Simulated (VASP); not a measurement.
Write the native input for VASP 6.6.1 that does the following.

```yaml
Task: single point
Functional: LDA
Potentials_or_basis: VASP PAW LDA potentials, release 64 (Pb_d, Se)
Cutoff: 520 eV
k_mesh: 6 × 6 × 3
Occupations: fermi-dirac, width 0.05 eV
Spin: no spin polarisation
Dipole_correction: no
Further_INCAR_settings: ALGO = Normal; EDIFF = 1e-07; NBANDS = 28
```

The structure of PbSe lies in POSCAR:

```
PbSe
1.0
    4.4441284934      0.0000000000      0.0000000000
   -0.0103793110      4.4441163729      0.0000000000
   -2.2168745911     -2.2220581865     12.0802768063
Pb Se
2 2
Direct
    0.8068400000      0.8073040000      0.6184430000
    0.1854540000      0.1998100000      0.3823760000
    0.2873320000      0.3231460000      0.6231940000
    0.6842660000      0.6998950000      0.3779650000
```

This cell differs from its parent crystal: volume scaled by 1.02.

The input as run:

INCAR

```
SYSTEM = PbSe
  ALGO = Normal
  EDIFF = 1E-7
  ENCUT = 520
  ISIF = 2
  ISMEAR = -1
  LASPH = .TRUE.
  LCHARG = .FALSE.
  LREAL = .FALSE.
  LWAVE = .FALSE.
  NBANDS = 28
  NELM = 60
  PREC = Accurate
  SIGMA = 0.05
```

KPOINTS

```
k-points
0
G
  6 6 3
  0 0 0
```

Potentials or basis: VASP PAW LDA potentials, release 64 (Pb_d, Se).

Launch:

```bash
$ cat potpaw_LDA.64/Pb_d/POTCAR potpaw_LDA.64/Se/POTCAR > POTCAR
$ mpirun -np 1 vasp_std > vasp.out
```

Results of the run:

```
Largest force          : 0.638 eV/Å
Band gap on the k mesh : 1.46 eV, direct
```

Caveat: spin-orbit coupling is left out, which moves the levels of the heavy elements.

Wall time 3.4 min on 1 thread of Intel(R) Xeon(R) 6975P-C (Granite Rapids), on a shared host, peak memory 0.48 GiB.
